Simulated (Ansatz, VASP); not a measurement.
PbS in VASP and in Ansatz

INCAR

```
ALGO = Normal ; EDIFF = 1E-8
ENCUT = 520 ; ISIF = 2
ISMEAR = -1 ; LASPH = True
LCHARG = False ; LEFG = True
LREAL = False ; LWAVE = False
NBANDS = 17 ; NELM = 80
PREC = Accurate ; SIGMA = 0.01
```

File KPOINTS:

```
k-points
0
Gamma
  8 8 8
```

Contents of POSCAR:

```
PbS
1.0
    0.0296500000      2.9798250000      2.9798250000
    2.9798250000      0.0296500000      2.9798250000
    2.9798250000      2.9798250000      0.0296500000
Pb S
1 1
Direct
    0.0000000000      0.0000000000      0.0000000000
    0.5000000000      0.5000000000      0.5000000000
```

Input for Ansatz:

```yaml
crystal:
  lattice:
    - [0.02965, 2.979825, 2.979825]
    - [2.979825, 0.02965, 2.979825]
    - [2.979825, 2.979825, 0.02965]
  atoms:
    - { symbol: Pb, position: [0.0, 0.0, 0.0] }
    - { symbol: S, position: [0.5, 0.5, 0.5] }
kpoints:
  mp_grid: { grid: [8, 8, 8] }
scf:
  occupations: { method: fermi_dirac, width: 0.01 }
hamiltonian:
  xc: lda
  pseudopotentials: { kind: paw }
output:
  forces: true
  stress: true
  eigenvalues: true
  efg: { contact_densities: true }
```

Change from the starting cell: equal xy, yz and zx shear strains of +1 %, PAW files.

Alike in both runs: task electric field gradients; functional LDA; k mesh 8 × 8 × 8; occupations fermi-dirac, width 0.01 eV; no spin polarisation.

|  | VASP | Ansatz |
| --- | --- | --- |
| version | VASP 6.6.1 | Ansatz 0.2.0 |
| potentials or method | VASP PAW LDA potentials, release 64 (Pb_d, S) | PAW with Ansatz's default frozen-core files, scalar-relativistic |
| plane-wave cutoff (eV) | 520 | 420 |
| valence electrons in the cell | 20 | 20 |

```tsv
	VASP	Ansatz	Ansatz less VASP
pressure (GPa)	-2.5	-2.5	-0.05
traceless stress, the component that is largest in VASP (GPa)	-0.22	-0.22	-0.001
size of Vzz on the site where it differs most (V/Å²)	2.2	4.1	+1.85
```

LDA's correlation is that of Perdew and Zunger in VASP and of Perdew and Wang (1992) in Ansatz.

Neither program's run includes spin-orbit coupling.
